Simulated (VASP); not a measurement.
# Ir (P6_3/mmc) in VASP: notebook

Ir is run at these levels: LDA; tasks: single point.

Program: VASP 6.6.1. These are calculated values, not measurements. Logs are shortened: lines on timing, memory, paths and dates and some standing lists are left out, and cuts for length are marked.

## 1. The cell of the first run

The structure is hexagonal, space group P6_3/mmc (No. 194). The conventional cell has a = 2.768 Å, b = 2.768 Å, c = 4.240 Å, α = 90.00°, β = 90.00°, γ = 120.00°. Ir (site symmetry -6m2) has 12 Ir at 2.66 to 2.77 Å within 3.5 Å.

This isn't the form of Ir at room conditions, which is fcc.

## 2. Single point, LDA

The input, INCAR:

```
SYSTEM = Ir
ALGO     = Normal         ! electronic algorithm
EDIFF    = 1E-7           ! SCF threshold, eV
ENCUT    = 520            ! plane-wave cutoff, eV
ISIF     = 2              ! what is computed and relaxed
ISMEAR   = 0              ! smearing method
LASPH    = .TRUE.         ! aspherical terms in the spheres
LCHARG   = .FALSE.        ! write CHGCAR
LREAL    = .FALSE.        ! projectors in reciprocal space
LWAVE    = .FALSE.        ! write WAVECAR
NBANDS   = 16             ! bands
NELM     = 100            ! most SCF steps
PREC     = Accurate       ! precision mode
SIGMA    = 0.15           ! smearing width, eV
```

The input, KPOINTS:

```
k-points
0
G
  18 18 10
  0 0 0
```

The input, POSCAR:

```
Ir
1.0
    2.7684000000      0.0000000000      0.0000000000
   -1.3842000000      2.3975047278      0.0000000000
    0.0000000000      0.0000000000      4.2400000000
Ir
2
Direct
    0.6666666667      0.3333333333      0.7500000000
    0.3333333333      0.6666666667      0.2500000000
```

Potentials or basis: VASP PAW LDA potentials, release 64 (Ir).

The run is started by

```
$ cat potpaw_LDA.64/Ir/POTCAR > POTCAR
$ mpirun -np 1 vasp_std > vasp.out
```

OUTCAR:

```text
SYSTEM = Ir
   EDIFF = 1E-7
   ENCUT = 520
   ISIF = 2
   ISMEAR = 0
   LASPH = .TRUE.
   LREAL = .FALSE.
   NELM = 100
   PREC = Accurate

 ion  position               nearest neighbor table
   1  0.667  0.333  0.750-   2 2.66   2 2.66   2 2.66   2 2.66   2 2.66   2 2.66
   2  0.333  0.667  0.250-   1 2.66   1 2.66   1 2.66   1 2.66   1 2.66   1 2.66

  LATTYP: Found a hexagonal cell.
 ALAT       =     2.7684000000
 C/A-ratio  =     1.5315705823

  Lattice vectors:

 A1 = (   2.7684000000,   0.0000000000,   0.0000000000)
 A2 = (  -1.3842000000,   2.3975047278,   0.0000000000)
 A3 = (   0.0000000000,   0.0000000000,   4.2400000000)

Analysis of symmetry for initial positions (statically):
=====================================================================
 Subroutine PRICEL returns:
 Original cell was already a primitive cell.

 Routine SETGRP: Setting up the symmetry group for a
 hexagonal supercell.

 Subroutine GETGRP returns: Found 24 space group operations
 (whereof 12 operations were pure point group operations)
 out of a pool of 24 trial point group operations.

The static configuration has the point symmetry D_3d.
 The point group associated with its full space group is D_6h.

Analysis of symmetry for dynamics (positions and initial velocities):
=====================================================================
 Subroutine PRICEL returns:
 Original cell was already a primitive cell.

 Routine SETGRP: Setting up the symmetry group for a
 hexagonal supercell.

 Subroutine GETGRP returns: Found 24 space group operations
 (whereof 12 operations were pure point group operations)
 out of a pool of 24 trial point group operations.

The dynamic configuration has the point symmetry D_3d.
 The point group associated with its full space group is D_6h.

 Subroutine INISYM returns: Found 24 space group operations
 (whereof 12 operations are pure point group operations),
 and found     1 'primitive' translations

----------------------------------------------------------------------------------------

                                     Primitive cell

  volume of cell :      28.1419

  direct lattice vectors                    reciprocal lattice vectors
     2.768400000  0.000000000  0.000000000     0.361219477  0.208550162  0.000000000
    -1.384200000  2.397504728  0.000000000     0.000000000  0.417100325  0.000000000
     0.000000000  0.000000000  4.240000000     0.000000000  0.000000000  0.235849057

  length of vectors
     2.768400000  2.768400000  4.240000000     0.417100325  0.417100325  0.235849057

  position of ions in fractional coordinates (direct lattice)
     0.666666667  0.333333333  0.750000000
     0.333333333  0.666666667  0.250000000

  ion indices of the primitive-cell ions
   primitive index   ion index
                 1           1
                 2           2

----------------------------------------------------------------------------------------

 KPOINTS: k-points

Automatic generation of k-mesh.
 Grid dimensions read from file:
 generate k-points for:   18   18   10

 Generating k-lattice:

  Cartesian coordinates                     Fractional coordinates (reciprocal lattice)
     0.020067749  0.011586120  0.000000000     0.055555556  0.000000000  0.000000000
     0.000000000  0.023172240  0.000000000     0.000000000  0.055555556  0.000000000
     0.000000000  0.000000000  0.023584906     0.000000000  0.000000000  0.100000000

  Length of vectors
     0.023172240  0.023172240  0.023584906

  Shift w.r.t. Gamma in fractional coordinates (k-lattice)
     0.000000000  0.000000000  0.000000000

 Subroutine IBZKPT returns following result:
 ===========================================

 Found    222 irreducible k-points:

 Following reciprocal coordinates:
            Coordinates               Weight
  0.000000  0.000000  0.000000      1.000000
  0.055556  0.000000  0.000000      6.000000
  0.111111  0.000000  0.000000      6.000000
  0.166667  0.000000  0.000000      6.000000
  0.222222  0.000000  0.000000      6.000000
  0.277778  0.000000  0.000000      6.000000
[... 16 lines left out ...]
  0.333333  0.111111  0.000000     12.000000
  0.388889  0.111111  0.000000     12.000000
 [... further k-points ...]
   k-points           NKPTS =    222   k-points in BZ     NKDIM =    222   number of bands    NBANDS=     16
   number of dos      NEDOS =    301   number of ions     NIONS =      2
   total plane-waves  NPLWV =  18432
   dimension x,y,z NGX =    24 NGY =   24 NGZ =   32
   dimension x,y,z NGXF=    48 NGYF=   48 NGZF=   64
   ions per type =               2
   NGX,Y,Z   is equivalent  to a cutoff of  14.41, 14.41, 12.55 a.u.
   NGXF,Y,Z  is equivalent  to a cutoff of  28.82, 28.82, 25.09 a.u.
 SYSTEM =  Ir
   PREC   = accura    normal or accurate (medium, high low for compatibility)
   ISTART =      0    job   : 0-new  1-cont  2-samecut
   ICHARG =      2    charge: 1-file 2-atom 10-const
   ISPIN  =      1    spin polarized calculation?
   LNONCOLLINEAR =      F non collinear calculations
   LSORBIT =      F    spin-orbit coupling
   LASPH  =      T    aspherical Exc in radial PAW
   ENCUT  =  520.0 eV  38.22 Ry    6.18 a.u.   5.15  5.15  7.88*2*pi/ulx,y,z
   NELM   =    100;   NELMIN=  2; NELMDL= -5     # of ELM steps
   EDIFF  = 0.1E-06   stopping-criterion for ELM
   LREAL  =      F    real-space projection
   EDIFFG = 0.1E-05   stopping-criterion for IOM
   NSW    =      0    number of steps for IOM
   IBRION =     -1    ionic relax: 0-MD 1-quasi-New 2-CG
   NFREE  =      0    steps in history (QN), initial steepest desc. (CG)
   ISIF   =      2    stress and relaxation
   ISYM   =      2    0-nonsym 1-usesym 2-fastsym
   POTIM  = 0.5000    time-step for ionic-motion
   TEBEG  =    0.0;   TEEND  =   0.0 temperature during run
   PSTRESS=    0.0 pullay stress
   NELECT =      18.0000    total number of electrons
   NUPDOWN=      -1.0000    fix difference up-down
   EMIN   =  10.00;   EMAX   =-10.00  energy-range for DOS
   EFERMI =   0.00;   METHOD = LEGACY
   ISMEAR =     0;   SIGMA  =   0.15  broadening in eV -4-tet -1-fermi 0-gaus
   EFERMI_NEDOS =   21; number of points for ismear=-14 and -15
   IALGO  =     38    algorithm
   IMIX   =      4    mixing-type and parameters
     AMIX     =   0.40;   BMIX     =  1.00
     AMIX_MAG =   1.60;   BMIX_MAG =  1.00
  volume/ion in A,a.u.               =      14.07        94.96
  Fermi-wavevector in a.u.,A,eV,Ry     =   1.410526  2.665507 27.069909  1.989582
  Thomas-Fermi vector in A             =   2.532470
   LORBIT       =      0    0 simple, 1 ext, 2 COOP (PROOUT), +10 PAW based schemes
   GGA     = CA    functional components
   LHFCALC =     F    Hartree Fock is set to
   AEXX    =    0.0000 exact exchange contribution
   IVDW    =     0    specifies the selected vdW correction
   LEPSILON=     F    determine dielectric tensor
   LRPA    =     F    only Hartree local field effects (RPA)
 non-spin polarized calculation
 Gauss-broadening in eV      SIGMA  =   0.15
  energy-cutoff  :      520.00
  volume of cell :       28.14
 maximum number of plane-waves:       772
 NGX is ok and might be reduce to    24
   NGX = 11   NGY = 11   NGZ = 15

 number of electron      18.0000001 magnetization

 Free energy of the ion-electron system (eV)
  ---------------------------------------------------
  ext. energy  EPLUGINS =         0.00000000
  ---------------------------------------------------
  free energy    TOTEN  =       -20.43367337 eV

  energy without entropy =      -20.40215653  energy(sigma->0) =      -20.41791495

 E-fermi :  10.5876     XC(G=0): -14.1652

 val. band max:       10.5844339345   @ k =   0.3333   0.1111   0.0000
 cond. band min:      10.5892408108   @ k =   0.3889  -0.0000   0.1000
 fundamental gap:      0.0048068763
 Fermi energy:        10.5876283115

 k-point     1 :       0.0000    0.0000    0.0000
  band No.  band energies     occupation
      1      -0.7571      2.00000
      2       2.3497      2.00000
      3       6.5755      2.00000
      4       6.5755      2.00000
      5       7.1020      2.00000
      6       7.3890      2.00000
[... 8 lines left out ...]
     15      27.7669      0.00000
     16      28.3501      0.00000

 k-point     2 :       0.0556    0.0000    0.0000
  band No.  band energies     occupation
      1      -0.6405      2.00000
      2       2.4465      2.00000
      3       6.3607      2.00000
      4       6.6723      2.00000
      5       7.2863      2.00000
      6       7.3368      2.00000
[... 8 lines left out ...]
     15      27.8965      0.00000
     16      28.5148      0.00000

 k-point     3 :       0.1111    0.0000    0.0000
  band No.  band energies     occupation
      1      -0.2994      2.00000
      2       2.7169      2.00000
      3       5.9830      2.00000
      4       6.9587      2.00000
      5       7.1174      2.00000
      6       7.1656      2.00000
[... 8 lines left out ...]
     15      28.2271      0.00000
     16      28.7020      0.00000

 k-point     4 :       0.1667    0.0000    0.0000
  band No.  band energies     occupation
      1       0.2379      2.00000
      2       3.0888      2.00000
      3       5.6179      2.00000
      4       6.4247      2.00000
      5       6.9690      2.00000
      6       7.0539      2.00000
[... 8 lines left out ...]
     15      27.9671      0.00000
     16      28.2148      0.00000
[... 324 lines left out ...]
 k-point    22 :       0.2778    0.1111    0.0000
  band No.  band energies     occupation
      1       2.5907      2.00000
      2       3.6139      2.00000
      3       4.2692      2.00000
      4       5.3546      2.00000
      5       6.0887      2.00000
      6       7.1640      2.00000
[... 8 lines left out ...]
     15      22.1874      0.00000
     16      25.7457      0.00000

 k-point    23 :       0.3333    0.1111    0.0000
  band No.  band energies     occupation
      1       3.0223      2.00000
      2       3.4102      2.00000
      3       3.8732      2.00000
      4       5.8000      2.00000
      5       5.9713      2.00000
      6       7.2723      2.00000
[... 8 lines left out ...]
     15      20.9629      0.00000
     16      25.2375      0.00000

 k-point    24 :       0.3889    0.1111    0.0000
  band No.  band energies     occupation
      1       3.2067      2.00000
      2       3.2830      2.00000
      3       3.6304      2.00000
      4       5.9044      2.00000
      5       6.2369      2.00000
      6       7.1556      2.00000
[... 8 lines left out ...]
     15      21.7875      0.00000
     16      23.9582      0.00000

 [... further k-points ...]

------------------------ aborting loop because EDIFF is reached ----------------------------------------

  FORCE on cell =-STRESS in cart. coord.  units (eV):
  Direction    XX          YY          ZZ          XY          YZ          ZX
  --------------------------------------------------------------------------------------
  -------------------------------------------------------------------------------------
  Total       -1.3311957     -1.3311957      2.4770665      0.0000000     -0.0000000      0.0000000
  in kB      -75.7876289    -75.7876289    141.0243437      0.0000000     -0.0000000      0.0000000
  external PRESSURE =      -3.5169714 kB  Pullay stress =       0.0000000 kB

 VOLUME and BASIS-vectors are now :
 -----------------------------------------------------------------------------
  energy-cutoff  :      520.00
  volume of cell :       28.14
      direct lattice vectors                 reciprocal lattice vectors
     2.768400000  0.000000000  0.000000000     0.361219477  0.208550162  0.000000000
    -1.384200000  2.397504728  0.000000000     0.000000000  0.417100325  0.000000000
     0.000000000  0.000000000  4.240000000     0.000000000  0.000000000  0.235849057

 POSITION                                       TOTAL-FORCE (eV/Angst)
 -----------------------------------------------------------------------------------
      1.38420      0.79917      3.18000         0.000000     -0.000000      0.000000
     -0.00000      1.59834      1.06000        -0.000000      0.000000      0.000000
 -----------------------------------------------------------------------------------
    total drift:                               -0.000000      0.000000     -0.000000

  FREE ENERGIE OF THE ION-ELECTRON SYSTEM (eV)
  ---------------------------------------------------
  free  energy   TOTEN  =       -20.4336733664 eV

  energy  without entropy=      -20.4021565344  energy(sigma->0) =      -20.41791495
```

Run time: 35 s. Hardware: 1 thread of AMD EPYC 9R45 (Zen 5), shared host; peak memory 0.17 GiB.

Results:

```yaml
Free_energy: -20.4337 eV
Pressure: -0.4 GPa
Band_gap_on_the_k_mesh: zero (bands 9 and 10 overlap by 3.28 eV)
```

Stress tensor (GPa, compression positive):
```
-7.58  0.00  0.00
 0.00 -7.58  0.00
 0.00  0.00 14.10
```

Levels at points of the mesh, in eV from the Fermi level:
```
           k point  band 5  band 6  band 7  band 8  band 9  band 10  band 11  band 12  band 13  band 14
(0.00, 0.00, 0.00)   -3.49   -3.20   -3.20   -2.97   -2.97    -0.24     0.20     0.20     7.87    13.91
(0.50, 0.00, 0.00)   -3.75   -3.34   -2.73    0.28    0.85     1.21     2.76     4.11     8.48    10.75
(0.00, 0.00, 0.50)   -4.30   -4.30   -4.27   -4.27   -0.49    -0.49    -0.49    -0.49    13.57    13.57
(0.50, 0.00, 0.50)   -2.48   -2.48   -1.07   -1.07    0.63     0.63     1.95     1.95     7.55     7.55
```

Caveat: the stress differs along the axes, from -8 to 14 GPa; spin-orbit coupling is left out, which moves the levels of the heavy elements.

## 3. Single point, LDA

This run uses another cell than the first one, of 14.12 Å³/atom.

The input, INCAR:

```
PREC     = Accurate       # precision mode
ENCUT    = 520            # plane-wave cutoff, eV
EDIFF    = 1E-6           # SCF threshold, eV
ISMEAR   = 0              # smearing method
SIGMA    = 0.15           # smearing width, eV
LREAL    = F              # projectors in reciprocal space
LASPH    = T              # aspherical terms in the spheres
NELM     = 60             # most SCF steps
ALGO     = Normal         # electronic algorithm
ISIF     = 2              # what is computed and relaxed
LWAVE    = F              # write WAVECAR
LCHARG   = T              # write CHGCAR
GGA      = CA             # functional
LELF     = T              # ELF
LVHAR    = T            
NBANDS   = 16             # bands
```

The input, KPOINTS:

```
regular mesh
0
Gamma
  18 18 10
```

The input, POSCAR:

```
Ir
1.0
    2.6241000000      0.0000000000      0.0000000000
   -1.3120500000      2.2725372621      0.0000000000
    0.0000000000      0.0000000000      4.7371000000
Ir
2
Direct
    0.6666666667      0.3333333333      0.7500000000
    0.3333333333      0.6666666667      0.2500000000
```

Potentials or basis: VASP PAW LDA potentials, release 64 (Ir).

The run is started by

```
$ cat potpaw_LDA.64/Ir/POTCAR > POTCAR
$ mpirun -np 1 vasp_std > vasp.out
```

Wall time 35 s (1 thread of AMD EPYC 9R45 (Zen 5), shared host); peak memory 0.17 GiB.

Results (log left out):

| Item | Value |
| --- | --- |
| Free energy | -20.2437 eV |
| Pressure | 1.3 GPa |
| Band gap on the k mesh | zero (bands 9 and 10 overlap by 3.63 eV) |

Stress tensor (GPa, compression positive):
```
 15.56   0.00   0.00
  0.00  15.56   0.00
  0.00   0.00 -27.18
```

Levels at points of the mesh, in eV from the Fermi level:
```tsv
k point	band 5	band 6	band 7	band 8	band 9	band 10	band 11	band 12	band 13	band 14
(0.00, 0.00, 0.00)	-3.74	-3.31	-3.31	-1.60	-1.33	-1.33	0.53	0.53	5.74	14.93
(0.50, 0.00, 0.00)	-3.35	-3.14	-2.84	0.69	1.60	1.82	3.30	4.88	8.57	9.36
(0.00, 0.00, 0.50)	-3.69	-3.69	-3.69	-3.69	-0.18	-0.18	-0.18	-0.18	12.28	12.28
(0.50, 0.00, 0.50)	-1.55	-1.55	-0.77	-0.77	1.72	1.72	2.11	2.11	8.40	8.40
```

Caveat: the stress differs along the axes, from -27 to 16 GPa; spin-orbit coupling is left out, which moves the levels of the heavy elements.

## 4. Single point, LDA

The input, INCAR:

```
SYSTEM = Ir
PREC = Accurate
ENCUT = 520
EDIFF = 1E-6
ISMEAR = 0
SIGMA = 0.15
LREAL = .FALSE.
LASPH = .TRUE.
NELM = 100
ALGO = Fast
ISIF = 2
LWAVE = .FALSE.
LCHARG = .FALSE.
NBANDS = 16
```

The input, KPOINTS:

```
regular mesh
0
G
  18 18 10
  0 0 0
```

The input, POSCAR:

```
Ir
1.0
    2.7593000000      0.0000000000      0.0000000000
   -1.3796500000      2.3896238966      0.0000000000
    0.0000000000      0.0000000000      4.2693000000
Ir
2
Direct
    0.6666666667      0.3333333333      0.7500000000
    0.3333333333      0.6666666667      0.2500000000
```

The run is started by

```
$ cat potpaw_LDA.64/Ir/POTCAR > POTCAR
$ mpirun -np 1 vasp_std > vasp.out
```

Run time: 61 s. Hardware: 1 thread of AMD EPYC 9R45 (Zen 5), shared host; peak memory 0.17 GiB.

It converged, with:

| Quantity | Value |
| --- | --- |
| Free energy | -20.4576 eV |
| Pressure | -1.0 GPa |
| Band gap on the k mesh | zero (bands 9 and 10 overlap by 3.32 eV) |

Stress tensor (GPa, compression positive):
```
-7.17  0.00  0.00
 0.00 -7.17  0.00
 0.00  0.00 11.23
```

Levels at points of the mesh, in eV from the Fermi level:
```tsv
k point	band 7	band 8	band 9	band 10	band 11	band 12
(0.00, 0.00, 0.00)	-3.21	-2.88	-2.88	-0.34	0.21	0.21
(0.50, 0.00, 0.00)	-2.79	0.35	0.90	1.17	2.80	4.17
(0.00, 0.00, 0.50)	-4.25	-4.25	-0.50	-0.50	-0.50	-0.50
(0.50, 0.00, 0.50)	-1.06	-1.06	0.69	0.69	1.97	1.97
```

Caveat: the stress differs along the axes, from -7 to 11 GPa; spin-orbit coupling is left out, which moves the levels of the heavy elements.

## 5. The runs side by side

```csv
cell,gap on the mesh (eV),pressure (GPa)
"a = 2.768, b = 2.768, c = 4.240 Å, angles 90.0, 90.0, 120.0°, 2 atoms",none,-0.4
"a = 2.624, b = 2.624, c = 4.737 Å, angles 90.0, 90.0, 120.0°, 2 atoms",none,1.3
"a = 2.759, b = 2.759, c = 4.269 Å, angles 90.0, 90.0, 120.0°, 2 atoms",none,-1.0
```

Alike in all rows: task single point; level LDA; potentials or basis VASP PAW LDA potentials, release 64 (Ir); no spin polarisation; k mesh 18 × 18 × 10; cutoff (eV) 520; smearing gaussian 0.15 eV.

Caveats: spin-orbit coupling is left out, which moves the levels of the heavy elements; the stress differs along the axes, from -8 to 14 GPa (at least some runs); the stress differs along the axes, from -27 to 16 GPa (at least some runs); the stress differs along the axes, from -7 to 11 GPa (at least some runs).

Absolute energies hang on the potentials; compare differences alone.
